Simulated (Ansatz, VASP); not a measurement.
## In3Se: VASP beside Ansatz

INCAR

```
SYSTEM = In3Se
ALGO = Normal
EDIFF = 1E-6
ENCUT = 520
GGA = PE
ISIF = 2
ISMEAR = 0
LASPH = .True.
LCHARG = .True.
LELF = .True.
LREAL = .False.
LVHAR = .True.
LWAVE = .False.
NBANDS = 30
NELM = 80
PREC = Accurate
SIGMA = 0.2
```

File KPOINTS:

```
k-points
0
Gamma
  5 5 5
  0 0 0
```

Contents of POSCAR:

```
In3Se
1.0
    4.8037580000      0.0000000000      0.0000000000
    0.0000000000      4.8037580000      0.0000000000
    0.0000000000      0.0000000000      4.8037580000
In Se
3 1
Direct
    0.0000000000      0.5000000000      0.5000000000
    0.5000000000      0.0000000000      0.5000000000
    0.5000000000      0.5000000000      0.0000000000
    0.0000000000      0.0000000000      0.0000000000
```

Input for Ansatz:

```yaml
crystal:
  lattice:
    - [4.803758, 0.0, 0.0]
    - [0.0, 4.803758, 0.0]
    - [0.0, 0.0, 4.803758]
  atoms:
    - { symbol: In, position: [0.0, 0.5, 0.5] }
    - { symbol: In, position: [0.5, 0.0, 0.5] }
    - { symbol: In, position: [0.5, 0.5, 0.0] }
    - { symbol: Se, position: [0.0, 0.0, 0.0] }
basis:
  ecutwfc: 420
kpoints:
  mp_grid: { grid: [5, 5, 5] }
hamiltonian:
  xc: pbe
scf:
  occupations: { method: gaussian, width: 0.2 }
output:
  forces: true
  stress: true
  eigenvalues: true
```

Alike in both runs: task single point; functional PBE; k mesh 5 × 5 × 5; occupations gaussian, width 0.2 eV; no spin polarisation.

```csv
,VASP,Ansatz
version,VASP 6.6.1,Ansatz 0.2.0
potentials or method,"VASP PAW PBE potentials, release 64 (In_d, Se), cutoff 520 eV","scalar-relativistic, plane waves, PAW"
valence electrons in the cell,45,55
```

|  | VASP | Ansatz | Ansatz less VASP |
| --- | --- | --- | --- |
| gap on the k mesh at the Fermi level (eV) | none | none | - |
| pressure (GPa) | 0.1 | 0.1 | +0.02 |

A gap of «none» marks a metal or a gap that the smearing closes. With one functional, cell and mesh, what is left measures potentials, basis and numerics. VASP's potentials hold 45 valence electrons a cell and Ansatz's 55, so a difference there can come from the potentials and not from the codes.
